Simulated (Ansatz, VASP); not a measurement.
InP: VASP beside Ansatz

```
CELL_PARAMETERS angstrom
0.00000 2.93050 2.93050
2.93050 0.00000 2.93050
2.93050 2.93050 0.00000
ATOMIC_POSITIONS crystal
In 0.00000 0.00000 0.00000
P 0.75000 0.75000 0.75000
```

Alike in both runs: task single point; functional PBE; k mesh 6 × 6 × 6; occupations fermi-dirac, width 0.06 eV; no spin polarisation.

|  | VASP | Ansatz |
| --- | --- | --- |
| version | VASP 6.6.1 | Ansatz 0.2.0 |
| potentials or method | VASP PAW PBE potentials, release 64 (In_d, P), cutoff 500 eV | all-electron LAPW, scalar-relativistic |

|  | VASP | Ansatz | Ansatz less VASP |
| --- | --- | --- | --- |
| gap on the k mesh at the Fermi level (eV) | 0.71 | 0.71 | +0.002 |
| least direct gap on the mesh (eV) | 0.71 | 0.71 | +0.002 |
| pressure (GPa) | 3.3 | 3.3 | +0.07 |

Ansatz ran all-electron here, and VASP with PAW potentials.
